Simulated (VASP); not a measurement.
The system is BN.

```
B N
1.0
     2.50804    0.00000    0.00000
    -1.24671    2.17623    0.00000
    -0.63067   -1.08812    3.02254
B N
1 1
Direct
  0.97964 0.98350 0.00181
  0.66851 0.33238 0.98500
```

- Program: VASP 6.6.1
- Task: relaxation of cell and atoms
- Functional: PBE
- Dispersion: D3(BJ)
- Potentials or basis: VASP PAW PBE potentials, release 64 (B, N)
- Cutoff: 600 eV
- k mesh: 10 × 10 × 10
- Occupations: gaussian, width 0.1 eV
- Spin: no spin polarisation

At the start: pressure 1.7 GPa; volume 8.25 Å³/atom.

Question: Where does the relaxation end?

Answer: Over 17 steps the energy falls by 65.9 meV/atom and the volume is 8.98 Å³/atom (+8.9 %); space group Fmm2 (No. 42, to 0.05 Å).

Step by step:
| step | energy change (eV) | largest force (eV/Å) | pressure (GPa) | volume (Å³) |
| --- | --- | --- | --- | --- |
| 1 | 0.0000 | 2.7248 | 1.66 | 16.50 |
| 2 | 0.7962 | 10.0213 | 20.26 | 16.69 |
| 3 | -0.1011 | 0.5742 | -0.30 | 16.55 |
| 4 | -0.1011 | 0.5714 | -0.31 | 16.55 |
| 5 | -0.1032 | 0.9898 | 4.28 | 16.53 |
| 6 | -0.1123 | 0.4090 | 1.98 | 16.54 |
| 7 | -0.1152 | 0.4379 | 2.25 | 16.72 |
| 8 | -0.1178 | 0.1443 | 2.10 | 16.65 |
| 9 | -0.1207 | 0.2780 | 0.27 | 16.89 |
| 10 | -0.1207 | 0.2672 | 0.32 | 16.88 |
| 11 | -0.1234 | 0.1853 | -0.04 | 17.03 |
| 12 | -0.1259 | 0.2878 | -0.74 | 17.35 |
| 13 | -0.1283 | 0.1905 | -0.26 | 17.45 |
| 14 | -0.1301 | 0.2627 | 0.83 | 17.68 |
| 15 | -0.1314 | 0.1183 | 0.82 | 17.83 |
| 16 | -0.1315 | 0.1101 | 0.82 | 17.90 |
| 17 | -0.1319 | 0.0432 | 0.09 | 17.96 |

Final structure:
```
CELL_PARAMETERS angstrom
2.50470 -0.00325 -0.00096
-1.24792 2.17258 0.00160
-0.62957 -1.08339 3.30344
ATOMIC_POSITIONS crystal
B 0.99108 0.99124 0.99367
N 0.65707 0.32465 0.99313
```

Caveat: the relaxation stopped at a loose force limit of 0.05 eV/Å, so its end isn't a converged minimum.
